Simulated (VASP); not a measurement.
Input of a VASP 6.6.1 run:

The input INCAR:

```
SYSTEM = CoSi
PREC = Accurate
ENCUT = 520
EDIFF = 1E-7
ISMEAR = -1
SIGMA = 0.05
LREAL = .FALSE.
LASPH = .TRUE.
NELM = 80
ALGO = Normal
ISIF = 2
LWAVE = .FALSE.
LCHARG = .FALSE.
GGA = PE
NBANDS = 14
```

The input KPOINTS:

```
Automatic mesh
0
G
  15 15 15
  0 0 0
```

The input POSCAR:

```
CoSi
1.0
    0.0000000000      2.2746774544      2.2746774544
    2.2746774544      0.0000000000      2.2746774544
    2.2746774544      2.2746774544      0.0000000000
Co Si
1 1
Direct
    0.0000000000      0.0000000000      0.0000000000
    0.5000000000      0.5000000000      0.5000000000
```

Potentials or basis: VASP PAW PBE potentials, release 64 (Co, Si).

Run with:

```sh
$ cat potpaw_PBE.64/Co/POTCAR potpaw_PBE.64/Si/POTCAR > POTCAR
$ mpirun -np 1 vasp_std > vasp.out
```

(1) What does it give for the band gap on the k mesh?

(2) Predict the pressure.

Answers

(1) zero (an odd number of electrons rules out a gap without spin polarisation).

(2) 14.0 GPa.

Caveat: the cell stands under pressure; the run has no spin polarisation, though such a crystal can be magnetic.
